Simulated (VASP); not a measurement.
# MgS (Fm-3m) in VASP: further runs, part 2 of 2

VASP 6.6.1.

**4. Single point, LDA (volume scaled by 0.98)**

Input file INCAR:

```
ALGO     = Normal         # electronic algorithm
EDIFF    = 1E-6           # SCF threshold, eV
ENCUT    = 520            # plane-wave cutoff, eV
ISIF     = 2              # what is computed and relaxed
ISMEAR   = -1             # smearing method
LASPH    = True           # aspherical terms in the spheres
LCHARG   = False          # write CHGCAR
LREAL    = False          # projectors in reciprocal space
LWAVE    = False          # write WAVECAR
NBANDS   = 11             # bands
NELM     = 100            # most SCF steps
PREC     = Accurate       # precision mode
SIGMA    = 0.01           # smearing width, eV
```

Input file KPOINTS:

```
k-points
0
Gamma
  8 8 8
```

Input file POSCAR:

```
MgS
1.0
    0.0000000000      2.5841887356      2.5841887356
    2.5841887356      0.0000000000      2.5841887356
    2.5841887356      2.5841887356      0.0000000000
Mg S
1 1
Direct
    0.0000000000      0.0000000000      0.0000000000
    0.5000000000      0.5000000000      0.5000000000
```

Potentials or basis: VASP PAW LDA potentials, release 64 (Mg, S).

On the command line:

```sh
cat potpaw_LDA.64/Mg/POTCAR potpaw_LDA.64/S/POTCAR > POTCAR
mpirun -np 1 vasp_std > vasp.out
```

OUTCAR:

```text
EDIFF = 1E-6
   ENCUT = 520
   ISIF = 2
   ISMEAR = -1
   LASPH = True
   LREAL = False
   NELM = 100
   PREC = Accurate

 ion  position               nearest neighbor table
   1  0.000  0.000  0.000-   2 2.58   2 2.58   2 2.58   2 2.58   2 2.58   2 2.58
   2  0.500  0.500  0.500-   1 2.58   1 2.58   1 2.58   1 2.58   1 2.58   1 2.58

  LATTYP: Found a face centered cubic cell.
 ALAT       =     5.1683774712

  Lattice vectors:

 A1 = (   0.0000000000,   2.5841887356,   2.5841887356)
 A2 = (   2.5841887356,   0.0000000000,   2.5841887356)
 A3 = (   2.5841887356,   2.5841887356,   0.0000000000)

Analysis of symmetry for initial positions (statically):
=====================================================================
 Subroutine PRICEL returns:
 Original cell was already a primitive cell.

 Routine SETGRP: Setting up the symmetry group for a
 face centered cubic supercell.

 Subroutine GETGRP returns: Found 48 space group operations
 (whereof 48 operations were pure point group operations)
 out of a pool of 48 trial point group operations.

The static configuration has the point symmetry O_h .

Analysis of symmetry for dynamics (positions and initial velocities):
=====================================================================
 Subroutine PRICEL returns:
 Original cell was already a primitive cell.

 Routine SETGRP: Setting up the symmetry group for a
 face centered cubic supercell.

 Subroutine GETGRP returns: Found 48 space group operations
 (whereof 48 operations were pure point group operations)
 out of a pool of 48 trial point group operations.

The dynamic configuration has the point symmetry O_h .

 Subroutine INISYM returns: Found 48 space group operations
 (whereof 48 operations are pure point group operations),
 and found     1 'primitive' translations

----------------------------------------------------------------------------------------

                                     Primitive cell

  volume of cell :      34.5146

  direct lattice vectors                    reciprocal lattice vectors
     0.000000000  2.584188736  2.584188736    -0.193484320  0.193484320  0.193484320
     2.584188736  0.000000000  2.584188736     0.193484320 -0.193484320  0.193484320
     2.584188736  2.584188736  0.000000000     0.193484320  0.193484320 -0.193484320

  length of vectors
     3.654594758  3.654594758  3.654594758     0.335124673  0.335124673  0.335124673

  position of ions in fractional coordinates (direct lattice)
     0.000000000  0.000000000  0.000000000
     0.500000000  0.500000000  0.500000000

  ion indices of the primitive-cell ions
   primitive index   ion index
                 1           1
                 2           2

----------------------------------------------------------------------------------------

 KPOINTS: k-points

Automatic generation of k-mesh.
 Grid dimensions read from file:
 generate k-points for:    8    8    8

 Generating k-lattice:

  Cartesian coordinates                     Fractional coordinates (reciprocal lattice)
    -0.024185540  0.024185540  0.024185540     0.125000000  0.000000000  0.000000000
     0.024185540 -0.024185540  0.024185540     0.000000000  0.125000000  0.000000000
     0.024185540  0.024185540 -0.024185540     0.000000000  0.000000000  0.125000000

  Length of vectors
     0.041890584  0.041890584  0.041890584

  Shift w.r.t. Gamma in fractional coordinates (k-lattice)
     0.000000000  0.000000000  0.000000000

 Subroutine IBZKPT returns following result:
 ===========================================

 Found     29 irreducible k-points:

 Following reciprocal coordinates:
            Coordinates               Weight
  0.000000  0.000000  0.000000      1.000000
  0.125000  0.000000  0.000000      8.000000
  0.250000  0.000000  0.000000      8.000000
  0.375000  0.000000  0.000000      8.000000
  0.500000  0.000000  0.000000      4.000000
  0.125000  0.125000  0.000000      6.000000
[... 16 lines left out ...]
  0.500000  0.250000  0.125000     48.000000
 -0.375000  0.250000  0.125000     24.000000
 [... further k-points ...]
   k-points           NKPTS =     29   k-points in BZ     NKDIM =     29   number of bands    NBANDS=     11
   number of dos      NEDOS =    301   number of ions     NIONS =      2
   total plane-waves  NPLWV =  21952
   dimension x,y,z NGX =    28 NGY =   28 NGZ =   28
   dimension x,y,z NGXF=    56 NGYF=   56 NGZF=   56
   ions per type =               1   1
   NGX,Y,Z   is equivalent  to a cutoff of  12.74, 12.74, 12.74 a.u.
   NGXF,Y,Z  is equivalent  to a cutoff of  25.47, 25.47, 25.47 a.u.
 SYSTEM =  unknown system
   PREC   = accura    normal or accurate (medium, high low for compatibility)
   ISTART =      0    job   : 0-new  1-cont  2-samecut
   ICHARG =      2    charge: 1-file 2-atom 10-const
   ISPIN  =      1    spin polarized calculation?
   LNONCOLLINEAR =      F non collinear calculations
   LSORBIT =      F    spin-orbit coupling
   LASPH  =      T    aspherical Exc in radial PAW
   ENCUT  =  520.0 eV  38.22 Ry    6.18 a.u.   6.80  6.80  6.80*2*pi/ulx,y,z
   NELM   =    100;   NELMIN=  2; NELMDL= -5     # of ELM steps
   EDIFF  = 0.1E-05   stopping-criterion for ELM
   LREAL  =      F    real-space projection
   EDIFFG = 0.1E-04   stopping-criterion for IOM
   NSW    =      0    number of steps for IOM
   IBRION =     -1    ionic relax: 0-MD 1-quasi-New 2-CG
   NFREE  =      0    steps in history (QN), initial steepest desc. (CG)
   ISIF   =      2    stress and relaxation
   ISYM   =      2    0-nonsym 1-usesym 2-fastsym
   POTIM  = 0.5000    time-step for ionic-motion
   TEBEG  =    0.0;   TEEND  =   0.0 temperature during run
   PSTRESS=    0.0 pullay stress
   NELECT =       8.0000    total number of electrons
   NUPDOWN=      -1.0000    fix difference up-down
   EMIN   =  10.00;   EMAX   =-10.00  energy-range for DOS
   EFERMI =   0.00;   METHOD = LEGACY
   ISMEAR =    -1;   SIGMA  =   0.01  broadening in eV -4-tet -1-fermi 0-gaus
   EFERMI_NEDOS =   21; number of points for ismear=-14 and -15
   IALGO  =     38    algorithm
   IMIX   =      4    mixing-type and parameters
     AMIX     =   0.40;   BMIX     =  1.00
     AMIX_MAG =   1.60;   BMIX_MAG =  1.00
  volume/ion in A,a.u.               =      17.26       116.46
  Fermi-wavevector in a.u.,A,eV,Ry     =   1.005628  1.900361 13.759398  1.011287
  Thomas-Fermi vector in A             =   2.138319
   LORBIT       =      0    0 simple, 1 ext, 2 COOP (PROOUT), +10 PAW based schemes
   GGA     = CA    functional components
   LHFCALC =     F    Hartree Fock is set to
   AEXX    =    0.0000 exact exchange contribution
   IVDW    =     0    specifies the selected vdW correction
   LEPSILON=     F    determine dielectric tensor
   LRPA    =     F    only Hartree local field effects (RPA)
 non-spin polarized calculation
  energy-cutoff  :      520.00
  volume of cell :       34.51
 maximum number of plane-waves:       950
   NGX = 13   NGY = 13   NGZ = 13

 number of electron       7.9999999 magnetization

 Free energy of the ion-electron system (eV)
  ---------------------------------------------------
  ext. energy  EPLUGINS =         0.00000000
  ---------------------------------------------------
  free energy    TOTEN  =        -9.58490870 eV

  energy without entropy =       -9.58490870  energy(sigma->0) =       -9.58490870

 E-fermi :   4.0188     XC(G=0): -10.0713

 val. band max:        3.7643996667   @ k =   0.0000   0.0000   0.0000
 cond. band min:       6.3654640992   @ k =   0.5000   0.5000   0.0000
 fundamental gap:      2.6010644325
 Fermi energy:         4.0188353804

 k-point     1 :       0.0000    0.0000    0.0000
  band No.  band energies     occupation
      1      -8.9932      2.00000
      2       3.7644      2.00000
      3       3.7644      2.00000
      4       3.7644      2.00000
      5       7.4168      0.00000
      6      11.5884      0.00000
      7      11.5884      0.00000
      8      11.5884      0.00000
      9      14.0515      0.00000
     10      14.0515      0.00000
     11      16.1658      0.00000
[... 309 lines left out ...]
 k-point    24 :      -0.3750    0.2500    0.1250
  band No.  band energies     occupation
      1      -7.3979      2.00000
      2      -0.7119      2.00000
      3       1.5306      2.00000
      4       2.5575      2.00000
      5       9.2031      0.00000
      6       9.7593      0.00000
      7      12.0899      0.00000
      8      13.1477      0.00000
      9      15.9560      0.00000
     10      16.9758      0.00000
     11      19.2451      0.00000

 [... further k-points ...]
[... 5 lines left out ...]
  --------------------------------------------------------------------------------------
  -------------------------------------------------------------------------------------
  Total       -0.5162536     -0.5162536     -0.5162536      0.0000000      0.0000000     -0.0000000
  in kB      -23.9646468    -23.9646468    -23.9646468      0.0000000      0.0000000     -0.0000000
  external PRESSURE =     -23.9646468 kB  Pullay stress =       0.0000000 kB

 VOLUME and BASIS-vectors are now :
 -----------------------------------------------------------------------------
  energy-cutoff  :      520.00
  volume of cell :       34.51
      direct lattice vectors                 reciprocal lattice vectors
     0.000000000  2.584188736  2.584188736    -0.193484320  0.193484320  0.193484320
     2.584188736  0.000000000  2.584188736     0.193484320 -0.193484320  0.193484320
     2.584188736  2.584188736  0.000000000     0.193484320  0.193484320 -0.193484320

 POSITION                                       TOTAL-FORCE (eV/Angst)
 -----------------------------------------------------------------------------------
      0.00000      0.00000      0.00000        -0.000000      0.000000      0.000000
      2.58419      2.58419      2.58419         0.000000     -0.000000     -0.000000
 -----------------------------------------------------------------------------------
    total drift:                                0.000000      0.000000      0.000000

  FREE ENERGIE OF THE ION-ELECTRON SYSTEM (eV)
  ---------------------------------------------------
  free  energy   TOTEN  =        -9.5849086954 eV

  energy  without entropy=       -9.5849086954  energy(sigma->0) =       -9.58490870
```

Wall time 4.6 s (1 thread of Intel Xeon 6975P-C (Granite Rapids), shared host); peak memory 0.14 GiB.

What came out:

| Item | Value |
| --- | --- |
| Free energy | -9.5849 eV |
| Pressure | -2.4 GPa |
| Band gap on the k mesh | 2.60 eV, indirect (least direct gap 3.65 eV) |

**5. Single point, LDA (volume scaled by 1.01)**

Input file INCAR:

```
ALGO = Normal
EDIFF = 1E-7
ENCUT = 520
ISIF = 2
ISMEAR = -1
LASPH = T
LCHARG = F
LREAL = F
LWAVE = F
NBANDS = 11
NELM = 100
PREC = Accurate
SIGMA = 0.01
```

KPOINTS is that of step 4.

Input file POSCAR:

```
MgS
1.0
    0.0000000000      2.6102934190      2.6102934190
    2.6102934190      0.0000000000      2.6102934190
    2.6102934190      2.6102934190      0.0000000000
Mg S
1 1
Direct
    0.0000000000      0.0000000000      0.0000000000
    0.5000000000      0.5000000000      0.5000000000
```

On the command line:

```sh
cat potpaw_LDA.64/Mg/POTCAR potpaw_LDA.64/S/POTCAR > POTCAR
mpirun -np 1 vasp_std > vasp.out
```

It took 4.7 s on 1 thread of Intel Xeon 6975P-C (Granite Rapids), shared host; peak memory 0.14 GiB.

The run converged. Its results:

| Property | Result |
| --- | --- |
| Free energy | -9.5622 eV |
| Pressure | -4.5 GPa |
| Band gap on the k mesh | 2.54 eV, indirect (least direct gap 3.41 eV) |

Levels at points of the mesh, in eV from the valence-band top:
```csv
k point,band 2,band 3,band 4,band 5,band 6,band 7
"(0.00, 0.00, 0.00)",0.00,0.00,0.00,3.41,7.84,7.84
"(0.50, 0.00, 0.00)",-4.86,-0.58,-0.58,4.36,6.73,6.73
"(0.50, 0.50, 0.00)",-4.20,-1.69,-1.69,2.54,4.28,11.69
```

**6. Single point, LDA (volume scaled by 1.04)**

Input file INCAR:

```
PREC = Accurate
ENCUT = 520
EDIFF = 1E-6
ISMEAR = -1
SIGMA = 0.01
LREAL = F
LASPH = T
NELM = 60
ALGO = Normal
ISIF = 2
LWAVE = F
LCHARG = F
NBANDS = 11
```

Input file KPOINTS:

```
regular mesh
0
Gamma
  8 8 8
```

Input file POSCAR:

```
MgS
1.0
    0.0000000000      2.6358861630      2.6358861630
    2.6358861630      0.0000000000      2.6358861630
    2.6358861630      2.6358861630      0.0000000000
Mg S
1 1
Direct
    0.0000000000      0.0000000000      0.0000000000
    0.5000000000      0.5000000000      0.5000000000
```

Potentials or basis: VASP PAW LDA potentials, release 64 (Mg, S).

On the command line:

```sh
cat potpaw_LDA.64/Mg/POTCAR potpaw_LDA.64/S/POTCAR > POTCAR
mpirun -np 1 vasp_std > vasp.out
```

Run time: 4.7 s. Hardware: 1 thread of Intel Xeon 6975P-C (Granite Rapids), shared host; peak memory 0.14 GiB.

It converged, with:

```yaml
Free_energy: -9.5266 eV
Pressure: -6.3 GPa
Band_gap_on_the_k_mesh: 2.47 eV, indirect (least direct gap 3.19 eV)
```

Levels at points of the mesh, in eV from the valence-band top:
```csv
k point,band 1,band 2,band 3,band 4,band 5,band 6,band 7,band 8
"(0.00, 0.00, 0.00)",-12.42,0.00,0.00,0.00,3.19,7.86,7.86,7.86
"(0.50, 0.00, 0.00)",-11.19,-4.70,-0.55,-0.55,4.32,6.69,6.69,9.42
"(0.50, 0.50, 0.00)",-10.84,-4.05,-1.62,-1.62,2.47,4.37,11.41,12.64
```

 A k mesh can miss the band edges.

**7. The runs side by side**

| cell | gap on the mesh (eV) | pressure (GPa) |
| --- | --- | --- |
| a = 3.604 Å, angles 60.0°, 2 atoms | 2.69 | 1.0 |
| a = 3.630 Å, angles 60.0°, 2 atoms | 2.64 | -0.8 |
| a = 3.655 Å, angles 60.0°, 2 atoms | 2.60 | -2.4 |
| a = 3.692 Å, angles 60.0°, 2 atoms | 2.54 | -4.5 |
| a = 3.728 Å, angles 60.0°, 2 atoms | 2.47 | -6.3 |

Alike in all rows: task single point; level LDA; potentials or basis VASP PAW LDA potentials, release 64 (Mg, S); no spin polarisation; k mesh 8 × 8 × 8; cutoff (eV) 520; smearing fermi-dirac 0.01 eV.

Absolute energies hang on the potentials; compare differences alone.
